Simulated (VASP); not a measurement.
# Al18Si in VASP: notebook

Al18Si is run at these levels: PBE; tasks: single point, relaxation of the atoms.

Everything below comes from runs of VASP 6.6.1. Logs are shortened: lines on timing, memory, paths and dates and some standing lists are left out, and cuts for length are marked.

## (1) The cell of the first run

The cell holds a slab with vacuum, 19 atoms: a = 5.728 Å, b = 8.591 Å, c = 16.677 Å, α = 90.00°, β = 90.00°, γ = 60.00°.

## (2) Single point, PBE

INCAR reads:

```
  PREC = Accurate
  ENCUT = 520
  EDIFF = 1E-6
  ISMEAR = 0
  SIGMA = 0.15
  LREAL = Auto
  LASPH = T
  NELM = 60
  ALGO = Normal
  ISIF = 2
  LWAVE = F
  LCHARG = F
  GGA = PE
  NBANDS = 44
```

KPOINTS reads:

```
Automatic mesh
0
Gamma
  3 2 1
```

POSCAR reads:

```
Al18Si
1.0
    5.7275650000      0.0000000000      0.0000000000
    4.2956740000      7.4403250000      0.0000000000
    0.0000000000      0.0000000000     16.6765370000
Al Si
18 1
Direct
    0.1666665958      0.1111111410      0.0599644878
    0.6666666831      0.1111111410      0.0599644878
    0.1666667458      0.4444444295      0.0599644878
    0.6666666585      0.4444444295      0.0599644878
    0.1666666204      0.7777778524      0.0599644878
    0.6666667077      0.7777778524      0.0599644878
   -0.1624869771      0.2183305165      0.2003550857
    0.3331972951      0.2218380245      0.1989926326
   -0.1632529605      0.5539028201      0.1996063092
    0.3298575891      0.5567720496      0.1997061500
   -0.1659446569      0.8882868692      0.2002455306
    0.3349854089      0.8860931478      0.2003445320
    0.0062376118     -0.0071568110      0.3451867735
    0.5204675301     -0.0252976852      0.3390972598
   -0.0260170388      0.3453072278      0.3382716688
    0.5110334463      0.3411377863      0.3383868605
    0.0017952756      0.6679995834      0.3435161029
    0.4972599125      0.6669380706      0.3435134045
    1.3346302240      0.2178812081      0.4403875937
```

Potentials or basis: VASP PAW PBE potentials, release 64 (Al, Si).

The run is started by

```sh
cat potpaw_PBE.64/Al/POTCAR potpaw_PBE.64/Si/POTCAR > POTCAR
mpirun -np 1 vasp_std > vasp.out
```

OUTCAR:

```text
PREC = Accurate
   ENCUT = 520
   EDIFF = 1E-6
   ISMEAR = 0
   LREAL = Auto
   LASPH = T
   NELM = 60
   ISIF = 2
   GGA = PE

 ion  position               nearest neighbor table
   1  0.167  0.111  0.060-   8 2.85   7 2.85   2 2.86   4 2.86   5 2.86   3 2.86   6 2.86   2 2.86
                            12 2.88
   2  0.667  0.111  0.060-   8 2.85   7 2.86   1 2.86   4 2.86   3 2.86   5 2.86   6 2.86   1 2.86
                            11 2.87
   3  0.167  0.444  0.060-   9 2.85   8 2.85  10 2.85   4 2.86   2 2.86   1 2.86   5 2.86   6 2.86
                             4 2.86
   4  0.667  0.444  0.060-   9 2.86   3 2.86   2 2.86   1 2.86   5 2.86   3 2.86   6 2.86  10 2.87
                             7 2.88
   5  0.167  0.778  0.060-  10 2.85  12 2.86  11 2.86   6 2.86   2 2.86   1 2.86   3 2.86   4 2.86
                             6 2.86
   6  0.667  0.778  0.060-  12 2.86   9 2.86   5 2.86   2 2.86   1 2.86   3 2.86   5 2.86   4 2.86
                            11 2.86
   7  0.838  0.218  0.200-  16 2.82  15 2.82  11 2.85  12 2.85   8 2.85   1 2.85   2 2.86   8 2.87
                             9 2.88   4 2.88  10 2.91  13 2.94
   8  0.333  0.222  0.199-   1 2.85   2 2.85   9 2.85   3 2.85   7 2.85  11 2.87  10 2.87   7 2.87
                            12 2.88  16 2.92  15 2.93  14 2.97
   9  0.837  0.554  0.200-  15 2.79  10 2.84   3 2.85   8 2.85   4 2.86   6 2.86  12 2.86  11 2.87
[... 4 lines left out ...]
                             2 2.87  12 2.87  17 2.90  13 2.92
  12  0.335  0.886  0.200-  14 2.81  10 2.84   7 2.85   5 2.86  11 2.86   6 2.86   9 2.86  11 2.87
                             1 2.88   8 2.88  18 2.89  13 2.91
  13  0.006  0.993  0.345-  17 2.80  18 2.81  14 2.87  14 2.87  12 2.91  11 2.92  16 2.92   7 2.94
                            15 2.94
  14  0.520  0.975  0.339-  19 2.48  17 2.70  18 2.71  11 2.79  12 2.81  13 2.87  13 2.87   8 2.97
                            16 3.12  15 3.16
  15  0.974  0.345  0.338-  19 2.47  16 2.67  18 2.75   9 2.79   7 2.82  17 2.86   8 2.93  13 2.94
                            16 3.06  14 3.16
  16  0.511  0.341  0.338-  19 2.47  15 2.67  18 2.76  10 2.82   7 2.82  17 2.87  13 2.92   8 2.92
                            15 3.06  14 3.12
  17  0.002  0.668  0.344-  14 2.70  13 2.80  18 2.83  15 2.86  16 2.87  18 2.89  11 2.90  10 2.90
                             9 2.92
  18  0.497  0.667  0.344-  14 2.71  15 2.75  16 2.76  13 2.81  17 2.83  12 2.89  17 2.89  10 2.91
                             9 2.93
  19  0.335  0.218  0.440-  15 2.47  16 2.47  14 2.48

  LATTYP: Found a simple monoclinic cell.
 ALAT       =     5.7275650000
 B/A-ratio  =     2.9116277161
 C/A-ratio  =     1.3228756151
 COS(beta)  =    -0.1889822093

  Lattice vectors:

 A1 = (   5.7275650000,   0.0000000000,   0.0000000000)
 A2 = (   0.0000000000,   0.0000000000, -16.6765370000)
 A3 = (  -1.4318910000,   7.4403250000,   0.0000000000)

Analysis of symmetry for initial positions (statically):
=====================================================================
 Subroutine PRICEL returns:
 Original cell was already a primitive cell.

 Routine SETGRP: Setting up the symmetry group for a
 simple monoclinic supercell.

 Subroutine GETGRP returns: Found  1 space group operations
 (whereof  1 operations were pure point group operations)
 out of a pool of  4 trial point group operations.

The static configuration has the point symmetry C_1 .

Analysis of symmetry for dynamics (positions and initial velocities):
=====================================================================
 Subroutine PRICEL returns:
 Original cell was already a primitive cell.

 Routine SETGRP: Setting up the symmetry group for a
 simple monoclinic supercell.

 Subroutine GETGRP returns: Found  1 space group operations
 (whereof  1 operations were pure point group operations)
 out of a pool of  4 trial point group operations.

The dynamic configuration has the point symmetry C_1 .

 Subroutine INISYM returns: Found  1 space group operations
 (whereof  1 operations are pure point group operations),
 and found     1 'primitive' translations

----------------------------------------------------------------------------------------

                                     Primitive cell

  volume of cell :     710.6697

[... 79 lines left out ...]
|           W    W  A    A  R    R  N    N  II  N    N   GGGG   !!!           |
|                                                                             |
|     Your reciprocal lattice and k-lattice belong to different lattice       |
|     classes:                                                                |
|                                                                             |
|        The reciprocal lattice is simple monoclinic,                         |
|        whereas your k-lattice is hexagonal.                                 |
|                                                                             |
|     Results are often still useful ...                                      |
|                                                                             |
 -----------------------------------------------------------------------------

 Subroutine IBZKPT returns following result:
 ===========================================

 Found      4 irreducible k-points:

 Following reciprocal coordinates:
            Coordinates               Weight
  0.000000  0.000000  0.000000      1.000000
  0.333333  0.000000  0.000000      2.000000
  0.000000  0.500000  0.000000      1.000000
  0.333333  0.500000  0.000000      2.000000
   k-points           NKPTS =      4   k-points in BZ     NKDIM =      4   number of bands    NBANDS=     44
   number of dos      NEDOS =    301   number of ions     NIONS =     19
   total plane-waves  NPLWV = 387072
   dimension x,y,z NGX =    48 NGY =   64 NGZ =  126
   dimension x,y,z NGXF=    96 NGYF=  128 NGZF=  252
   ions per type =              18   1
   NGX,Y,Z   is equivalent  to a cutoff of  13.93, 12.38, 12.56 a.u.
   NGXF,Y,Z  is equivalent  to a cutoff of  27.86, 24.77, 25.12 a.u.
 SYSTEM =  unknown system
   PREC   = accura    normal or accurate (medium, high low for compatibility)
   ISTART =      0    job   : 0-new  1-cont  2-samecut
   ICHARG =      2    charge: 1-file 2-atom 10-const
   ISPIN  =      1    spin polarized calculation?
   LNONCOLLINEAR =      F non collinear calculations
   LSORBIT =      F    spin-orbit coupling
   LASPH  =      T    aspherical Exc in radial PAW
   ENCUT  =  520.0 eV  38.22 Ry    6.18 a.u.  10.65 15.97 31.01*2*pi/ulx,y,z
   NELM   =     60;   NELMIN=  2; NELMDL= -5     # of ELM steps
   EDIFF  = 0.1E-05   stopping-criterion for ELM
   LREAL  =      T    real-space projection
   EDIFFG = 0.1E-04   stopping-criterion for IOM
   NSW    =      0    number of steps for IOM
   IBRION =     -1    ionic relax: 0-MD 1-quasi-New 2-CG
   NFREE  =      0    steps in history (QN), initial steepest desc. (CG)
   ISIF   =      2    stress and relaxation
   ISYM   =      2    0-nonsym 1-usesym 2-fastsym
   POTIM  = 0.5000    time-step for ionic-motion
   TEBEG  =    0.0;   TEEND  =   0.0 temperature during run
   PSTRESS=    0.0 pullay stress
   NELECT =      58.0000    total number of electrons
   NUPDOWN=      -1.0000    fix difference up-down
   EMIN   =  10.00;   EMAX   =-10.00  energy-range for DOS
   EFERMI =   0.00;   METHOD = LEGACY
   ISMEAR =     0;   SIGMA  =   0.15  broadening in eV -4-tet -1-fermi 0-gaus
   EFERMI_NEDOS =   21; number of points for ismear=-14 and -15
   IALGO  =     38    algorithm
   IMIX   =      4    mixing-type and parameters
     AMIX     =   0.40;   BMIX     =  1.00
     AMIX_MAG =   1.60;   BMIX_MAG =  1.00
  volume/ion in A,a.u.               =      37.40       252.41
  Fermi-wavevector in a.u.,A,eV,Ry     =   0.710114  1.341921  6.860904  0.504262
  Thomas-Fermi vector in A             =   1.796876
   LORBIT       =      0    0 simple, 1 ext, 2 COOP (PROOUT), +10 PAW based schemes
   GGA     = PE    functional components
   LHFCALC =     F    Hartree Fock is set to
   AEXX    =    0.0000 exact exchange contribution
   IVDW    =     0    specifies the selected vdW correction
   LEPSILON=     F    determine dielectric tensor
   LRPA    =     F    only Hartree local field effects (RPA)
 non-spin polarized calculation
 Gauss-broadening in eV      SIGMA  =   0.15
  energy-cutoff  :      520.00
  volume of cell :      710.67
 maximum number of plane-waves:     19144
 NGX is ok and might be reduce to    42
   NGX = 21   NGY = 31   NGZ = 63

 number of electron      58.0000000 magnetization

 Free energy of the ion-electron system (eV)
  ---------------------------------------------------
  ext. energy  EPLUGINS =         0.00000000
  ---------------------------------------------------
  free energy    TOTEN  =       -68.75500139 eV

  energy without entropy =      -68.66718517  energy(sigma->0) =      -68.71109328

 E-fermi :   1.0184     XC(G=0):  -5.6208

 val. band max:        0.9830297164   @ k =   0.0000   0.0000   0.0000
 cond. band min:       1.1121777250   @ k =   0.3333   0.0000   0.0000
 fundamental gap:      0.1291480086
 Fermi energy:         1.0184166807

 k-point     1 :       0.0000    0.0000    0.0000
  band No.  band energies     occupation
      1      -9.3254      2.00000
      2      -7.9139      2.00000
      3      -6.8104      2.00000
      4      -6.6615      2.00000
      5      -6.1962      2.00000
      6      -5.0926      2.00000
[... 165 lines left out ...]
     40       3.4723      0.00000
     41       3.9675      0.00000
 [bands above 41 left out]

------------------------ aborting loop because EDIFF is reached ----------------------------------------

  FORCE on cell =-STRESS in cart. coord.  units (eV):
  Direction    XX          YY          ZZ          XY          YZ          ZX
  --------------------------------------------------------------------------------------
  -------------------------------------------------------------------------------------
  Total       -3.7197645     -4.3293790     -0.0676946     -0.5476487     -0.0107601      0.0309462
  in kB       -8.3860650     -9.7604174     -0.1526148     -1.2346527     -0.0242582      0.0697670
  external PRESSURE =      -6.0996991 kB  Pullay stress =       0.0000000 kB

 VOLUME and BASIS-vectors are now :
 -----------------------------------------------------------------------------
  energy-cutoff  :      520.00
  volume of cell :      710.67
      direct lattice vectors                 reciprocal lattice vectors
     5.727565000  0.000000000  0.000000000     0.174594265 -0.100802054  0.000000000
     4.295674000  7.440325000  0.000000000     0.000000000  0.134402731  0.000000000
     0.000000000  0.000000000 16.676537000     0.000000000  0.000000000  0.059964488

 POSITION                                       TOTAL-FORCE (eV/Angst)
 -----------------------------------------------------------------------------------
      1.43189      0.82670      1.00000         0.062843     -0.051052      0.020019
      4.29567      0.82670      1.00000        -0.057173      0.021374      0.001596
      2.86378      3.30681      1.00000         0.076018     -0.078060      0.031117
      5.72757      3.30681      1.00000        -0.077374     -0.050849      0.037820
      4.29567      5.78692      1.00000         0.073306      0.006463     -0.062066
      7.15946      5.78692      1.00000        -0.079882      0.146197     -0.047696
[... 11 lines left out ...]
      5.71304      4.96224      5.72861         0.001419      0.005837     -0.015709
      2.85256      1.62111      7.34414         0.010697     -0.003694     -0.003710
 -----------------------------------------------------------------------------------
    total drift:                                0.003094     -0.005578     -0.013244

  FREE ENERGIE OF THE ION-ELECTRON SYSTEM (eV)
  ---------------------------------------------------
  free  energy   TOTEN  =       -68.7550013919 eV

  energy  without entropy=      -68.6671851675  energy(sigma->0) =      -68.71109328
```

Run time: 4.3 min. Hardware: 1 thread of Intel Xeon Platinum 8259CL at 2.50GHz (Skylake/Cascade Lake), shared host; peak memory 0.73 GiB.

Results:

```
Free energy            : -68.7550 eV
Largest force          : 0.173 eV/Å
Band gap on the k mesh : zero (bands 29 and 30 overlap by 0.73 eV)
```

Forces in eV/Å, atoms in the order of the input:
```
Al   0.063 -0.051  0.020
Al  -0.057  0.021  0.002
Al   0.076 -0.078  0.031
Al  -0.077 -0.051  0.038
Al   0.073  0.006 -0.062
Al  -0.080  0.146 -0.048
Al  -0.003 -0.004  0.004
Al   0.000  0.001 -0.001
Al  -0.003 -0.001  0.007
Al   0.001 -0.006  0.015
Al  -0.006  0.011  0.005
Al   0.008  0.005  0.009
Al  -0.005  0.003  0.000
Al  -0.001 -0.004  0.007
Al  -0.002 -0.001  0.002
Al   0.002 -0.002 -0.002
Al  -0.001  0.001 -0.007
Al   0.001  0.006 -0.016
Si   0.011 -0.004 -0.004
```

Levels at points of the mesh, in eV from the Fermi level:
| k point | band 25 | band 26 | band 27 | band 28 | band 29 | band 30 | band 31 | band 32 | band 33 | band 34 |
| --- | --- | --- | --- | --- | --- | --- | --- | --- | --- | --- |
| (0.00, 0.00, 0.00) | -0.73 | -0.48 | -0.33 | -0.24 | -0.13 | -0.04 | 0.18 | 0.80 | 0.97 | 1.13 |
| (0.00, 0.50, 0.00) | -1.27 | -0.99 | -0.73 | -0.38 | -0.26 | -0.13 | -0.10 | 0.78 | 0.89 | 1.26 |

Caveat: the k points lie up to 0.42 Å⁻¹ apart, too coarse for converged energies and pressures of a metal.

## (3) Relaxation of the atoms, PBE

INCAR reads:

```
SYSTEM = Al18Si
ALGO     = Normal         ! electronic algorithm
EDIFF    = 1E-6           ! SCF threshold, eV
EDIFFG   = -0.03          ! ionic threshold
ENCUT    = 520            ! plane-wave cutoff, eV
GGA      = PE             ! functional
IBRION   = 2              ! ionic algorithm
ISIF     = 2              ! what is computed and relaxed
ISMEAR   = 0              ! smearing method
LASPH    = .True.         ! aspherical terms in the spheres
LCHARG   = .False.        ! write CHGCAR
LREAL    = Auto         
LWAVE    = .False.        ! write WAVECAR
NELM     = 80             ! most SCF steps
NSW      = 80             ! ionic steps
PREC     = Accurate       ! precision mode
SIGMA    = 0.15           ! smearing width, eV
```

KPOINTS reads:

```
k-points
0
Gamma
  3 2 1
  0 0 0
```

POSCAR reads:

```
Al18Si
1.0
    5.7275650000      0.0000000000      0.0000000000
    4.2956740000      7.4403250000      0.0000000000
    0.0000000000      0.0000000000     16.6765370000
Al Si
18 1
Selective dynamics
Direct
    0.1666667000      0.1111111000      0.0599645000  F F F
    0.6666667000      0.1111111000      0.0599645000  F F F
    0.1666667000      0.4444444000      0.0599645000  F F F
    0.6666667000      0.4444444000      0.0599645000  F F F
    0.1666667000      0.7777778000      0.0599645000  F F F
    0.6666667000      0.7777778000      0.0599645000  F F F
   -0.1666667000      0.2222222000      0.2001776000  T T T
    0.3333333000      0.2222222000      0.2001776000  T T T
   -0.1666667000      0.5555556000      0.2001776000  T T T
    0.3333333000      0.5555556000      0.2001776000  T T T
   -0.1666667000      0.8888889000      0.2001776000  T T T
    0.3333333000      0.8888889000      0.2001776000  T T T
    0.0000000000      0.0000000000      0.3403906000  T T T
    0.5000000000      0.0000000000      0.3403906000  T T T
    0.0000000000      0.3333333000      0.3403906000  T T T
    0.5000000000      0.3333333000      0.3403906000  T T T
    0.0000000000      0.6666667000      0.3403906000  T T T
    0.5000000000      0.6666667000      0.3403906000  T T T
    0.8290709000      0.5491959000      0.4459281000  T T T
```

Potentials or basis: VASP PAW PBE potentials, release 64 (Al, Si).

The run is started by

```sh
cat potpaw_PBE.64/Al/POTCAR potpaw_PBE.64/Si/POTCAR > POTCAR
mpirun -np 1 vasp_std > vasp.out
```

It took 40 min on 1 thread of Oxide Virtual Turin-like, shared host; peak memory 0.81 GiB.

The run converged. Its results:

```yaml
Free_energy: -68.7550 eV
Energy_gained_by_relaxing: 13.4 meV/atom
Ionic_steps: 13
Band_gap_on_the_k_mesh: zero (bands 29 and 30 overlap by 0.72 eV)
```

Step by step:
```
step  energy change (eV)  largest force on free atoms (eV/Å)  pressure (GPa)
   1              0.0000                              1.3190           -0.55
   2             -0.1554                              0.5342           -0.73
   3             -0.1771                              0.6925           -0.78
   4             -0.2109                              0.5287           -0.75
   5             -0.2409                              0.1983           -0.65
   6             -0.2410                              0.1753           -0.64
   7             -0.2489                              0.1027           -0.61
   8             -0.2509                              0.1273           -0.59
   9             -0.2534                              0.0463           -0.60
  10             -0.2536                              0.0563           -0.61
  11             -0.2547                              0.0333           -0.61
  12             -0.2549                              0.0443           -0.60
  13             -0.2554                              0.0186           -0.60
```

Final structure:
```cif
data_structure
_symmetry_space_group_name_H-M 'P 1'
_symmetry_Int_Tables_number 1
_cell_length_a 5.7276
_cell_length_b 8.5913
_cell_length_c 16.6765
_cell_angle_alpha 90.000
_cell_angle_beta 90.000
_cell_angle_gamma 60.000
_cell_volume 710.67
loop_
_atom_site_label
_atom_site_type_symbol
_atom_site_fract_x
_atom_site_fract_y
_atom_site_fract_z
_atom_site_occupancy
Al1 Al 0.16667 0.11111 0.05996 1
Al2 Al 0.66667 0.11111 0.05996 1
Al3 Al 0.16667 0.44444 0.05996 1
Al4 Al 0.66667 0.44444 0.05996 1
Al5 Al 0.16667 0.77778 0.05996 1
Al6 Al 0.66667 0.77778 0.05996 1
Al7 Al 0.83386 0.22067 0.20012 1
Al8 Al 0.33236 0.22279 0.20011 1
Al9 Al 0.83192 0.55609 0.19917 1
Al10 Al 0.33636 0.55224 0.20064 1
Al11 Al 0.82895 0.89089 0.19969 1
Al12 Al 0.33594 0.88755 0.19953 1
Al13 Al 0.99526 0.00202 0.34312 1
Al14 Al 0.50015 0.00240 0.34333 1
Al15 Al 0.01932 0.30943 0.33921 1
Al16 Al 0.50439 0.32708 0.34481 1
Al17 Al 0.00891 0.67610 0.33867 1
Al18 Al 0.47160 0.68004 0.33850 1
Si1 Si 0.83268 0.55245 0.44048 1
```

Levels at points of the mesh, in eV from the Fermi level:
```csv
k point,band 26,band 27,band 28,band 29,band 30,band 31,band 32,band 33
"(0.00, 0.00, 0.00)",-0.48,-0.32,-0.23,-0.13,-0.04,0.18,0.80,0.97
"(0.00, 0.50, 0.00)",-0.99,-0.73,-0.38,-0.26,-0.13,-0.10,0.78,0.89
```

Caveat: the k points lie up to 0.42 Å⁻¹ apart, too coarse for converged energies and pressures of a metal.
